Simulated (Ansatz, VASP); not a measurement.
**Two plane-wave programs on Fe**

```
CELL_PARAMETERS angstrom
0.00000 1.81407 1.81407
1.81407 0.00000 1.81407
1.81407 1.81407 0.00000
ATOMIC_POSITIONS crystal
Fe 0.50000 0.50000 0.50000
```

Alike in both runs: functional r2SCAN; k mesh 8 × 8 × 8; occupations gaussian, width 0.1 eV; collinear spin.

Ansatz relaxed the structure, and its values are those at the end. VASP's run is a single point on that final structure, the one shown.

|  | VASP | Ansatz |
| --- | --- | --- |
| version | VASP 6.6.1 | Ansatz 0.2.0 |
| potentials or method | VASP PAW PBE potentials, release 64 (Fe), cutoff 660 eV | scalar-relativistic, plane waves, PAW |
| valence electrons in the cell | 8 | 16 |

```tsv
	VASP	Ansatz	Ansatz less VASP
gap on the k mesh at the Fermi level (eV)	none	none	-
pressure (GPa)	-0.6	-0.2	+0.39
net moment per atom (μB)	2.70	2.70	0.000
size of the moment on the site where the two differ most (μB)	2.75	2.83	+0.072
```

VASP's potentials were made for PBE, not for r2SCAN. Site moments also hang on the region over which each program counts them. A gap of «none» marks a metal or a gap that the smearing closes. VASP's potentials hold 8 valence electrons a cell and Ansatz's 16, so a difference there can come from the potentials and not from the codes.

The k mesh is coarse, so the values compare programs but aren't converged.
